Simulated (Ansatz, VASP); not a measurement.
## NaI in VASP and in Ansatz

```
Na I
1.0
     4.79605    0.00000    0.00000
     0.00000    4.32341    0.00000
     0.00000    0.00000    7.81897
Na I
2 2
Direct
  0.25000 0.50000 0.27936
  0.75000 0.50000 0.72064
  0.25000 0.00000 0.75241
  0.75000 0.00000 0.24759
```

Alike in both runs: task single point; functional PBEsol; k mesh 6 × 6 × 4; occupations gaussian, width 0.02 eV; no spin polarisation.

|  | VASP | Ansatz |
| --- | --- | --- |
| version | VASP 6.6.1 | Ansatz 0.2.0 |
| potentials or method | VASP PAW PBE potentials, release 64 (Na_pv, I), cutoff 520 eV | scalar-relativistic, plane waves, PAW |
| valence electrons in the cell | 28 | 52 |

```tsv
	VASP	Ansatz	Ansatz less VASP
gap on the k mesh at the Fermi level (eV)	2.50	2.51	+0.003
least direct gap on the mesh (eV)	2.71	2.71	+0.002
pressure (GPa)	-1.3	-1.3	-0.01
traceless stress, the component that is largest in VASP (GPa)	0.64	0.66	+0.016
rms of the force components (eV/Å)	0.064	0.064	+0.0003
```

VASP's potentials were made for PBE, not for PBEsol. Atom by atom the forces differ by 0.000 eV/Å (rms over components). The functional is the same, so the differences come from potentials, cutoffs and numerics. VASP's potentials hold 28 valence electrons a cell and Ansatz's 52, so a difference there can come from the potentials and not from the codes.

Spin-orbit coupling is off throughout.
